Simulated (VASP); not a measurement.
A run of VASP 6.6.1 is set up as follows.

Contents of POSCAR:

```
Re
1.0
    4.4450946336      0.0000000000      0.0000000000
   -2.2225473168      3.8495648749      0.0000000000
    0.0000000000      0.0000000000      2.6146998319
Re
3
Direct
    0.3333390639      0.0000000000      0.3333333333
    0.0000000000      0.3333390639      0.6666666667
    0.6666609361      0.6666609361      0.0000000000
```

File INCAR.step1:

```
SYSTEM = Re
PREC = Accurate
ENCUT = 520
ISMEAR = 0
SIGMA = 0.1
LREAL = .FALSE.
LASPH = .TRUE.
NELM = 80
NBANDS = 18
GGA = PE
ALGO = Normal
EDIFF = 1E-4
LWAVE = .TRUE.
LCHARG = .FALSE.
```

Contents of INCAR.step2:

```
SYSTEM = Re
PREC = Accurate
ENCUT = 520
EDIFF = 1E-6
ISMEAR = 0
SIGMA = 0.1
LREAL = .FALSE.
LASPH = .TRUE.
NELM = 80
ALGO = Normal
ISIF = 2
LWAVE = .FALSE.
LCHARG = .FALSE.
METAGGA = R2SCAN
LMIXTAU = .TRUE.
NBANDS = 18
ISTART = 1
```

The input KPOINTS:

```
regular mesh
0
G
  6 6 4
  0 0 0
```

Potentials or basis: VASP PAW PBE potentials, release 64 (Re).

The run is started by

```bash
$ cat potpaw_PBE.64/Re/POTCAR > POTCAR
$ cp INCAR.step1 INCAR
$ mpirun -np 1 vasp_std > vasp.out
$ cp INCAR.step2 INCAR
$ mpirun -np 1 vasp_std > vasp.out
```

(1) Estimate the band gap on the k mesh.

(2) Estimate the pressure.

Results:

(1) zero (an odd number of electrons rules out a gap without spin polarisation).

(2) -0.1 GPa.

Caveat: the k points lie up to 0.60 Å⁻¹ apart, too coarse for converged energies and pressures of a metal; the PAW data sets were made with another functional, which shifts forces and pressure a little; spin-orbit coupling is left out, which moves the levels of the heavy elements.
